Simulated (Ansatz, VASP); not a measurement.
Two plane-wave programs on TlBr

INCAR

```
  ALGO = Normal
  EDIFF = 1E-6
  ENCUT = 500
  GGA = PS
  GGA_COMPAT = F
  ISIF = 2
  ISMEAR = 0
  LASPH = T
  LCHARG = F
  LREAL = F
  LWAVE = F
  NBANDS = 17
  NELM = 120
  PREC = Accurate
  SIGMA = 0.05
```

Contents of KPOINTS:

```
k-points
0
Gamma
  8 8 8
```

File POSCAR:

```
TlBr
1.0
    3.9123210457      0.0000000000      0.0000000000
    0.0000000000      3.9123210457      0.0000000000
    0.0000000000      0.0000000000      3.9123210457
Tl Br
1 1
Direct
    0.0000000000      0.0000000000      0.0000000000
    0.5000000000      0.5000000000      0.5000000000
```

Input for Ansatz:

```yaml
crystal:
  lattice:
    - [3.9123210457, 0.0, 0.0]
    - [0.0, 3.9123210457, 0.0]
    - [0.0, 0.0, 3.9123210457]
  atoms:
    - { symbol: Tl, position: [0.0, 0.0, 0.0] }
    - { symbol: Br, position: [0.5, 0.5, 0.5] }
basis:
  ecutwfc: 420
  ecutrho_ratio: 4
kpoints:
  mp_grid: { grid: [8, 8, 8] }
hamiltonian:
  xc: pbesol
scf:
  occupations: { method: gaussian, width: 0.05 }
output:
  forces: true
  stress: true
  eigenvalues: true
```

Alike in both runs: task single point; functional PBEsol; k mesh 8 × 8 × 8; occupations gaussian, width 0.05 eV; no spin polarisation.

|  | VASP | Ansatz |
| --- | --- | --- |
| version | VASP 6.6.1 | Ansatz 0.2.0 |
| potentials or method | VASP PAW PBE potentials, release 64 (Tl_d, Br), cutoff 500 eV | scalar-relativistic, plane waves, PAW |
| valence electrons in the cell | 20 | 20 |

```csv
,VASP,Ansatz,Ansatz less VASP
gap on the k mesh at the Fermi level (eV),1.59,1.58,-0.004
least direct gap on the mesh (eV),1.59,1.58,-0.004
pressure (GPa),0.0,0.0,+0.03
```

VASP's potentials were made for PBE, not for PBEsol.

Spin-orbit coupling is off throughout.
